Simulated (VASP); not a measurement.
Fe3Ge, 4 atoms in the cell. It takes space group Pm-3m (No. 221, cubic). The conventional cell has a = 3.588 Å, b = 3.588 Å, c = 3.588 Å, α = 90.00°, β = 90.00°, γ = 90.00°. Fe (site symmetry 4/mmm) has 8 Fe at 2.54 Å and 4 Ge at 2.54 Å within 3.3 Å. Within 3.3 Å of Ge (site symmetry m-3m) lie 12 Fe at 2.54 Å. 

* Program: VASP 6.6.1
* Task: single point
* Functional: r2SCAN
* Potentials or basis: VASP PAW PBE potentials, release 64 (Fe, Ge_d)
* Cutoff: 520 eV
* k mesh: 12 × 12 × 12
* Occupations: gaussian, width 0.1 eV
* Spin: collinear spin
* Starting moments: [3.0, 3.0, 3.0, -0.15] μB
* Dipole correction: no
* Further INCAR settings: ALGO = Normal; EDIFF = 1e-06; NBANDS = 31

Potentials or basis: VASP PAW PBE potentials, release 64 (Fe, Ge_d).

The run is started by

```console
$ cat potpaw_PBE.64/Fe/POTCAR potpaw_PBE.64/Ge_d/POTCAR > POTCAR
$ cp INCAR.step1 INCAR
$ mpirun -np 1 vasp_std > vasp.out
$ cp INCAR.step2 INCAR
$ mpirun -np 1 vasp_std > vasp.out
```

Hardware: 1 thread of Intel(R) Xeon(R) 6975P-C (Granite Rapids) (shared host).

Problem. Estimate the wall time of this run.

Solution. Run time: 7.4 min on 1 thread of Intel(R) Xeon(R) 6975P-C (Granite Rapids), with other jobs on the host, peak memory 0.31 GiB. Counts: k points 84.
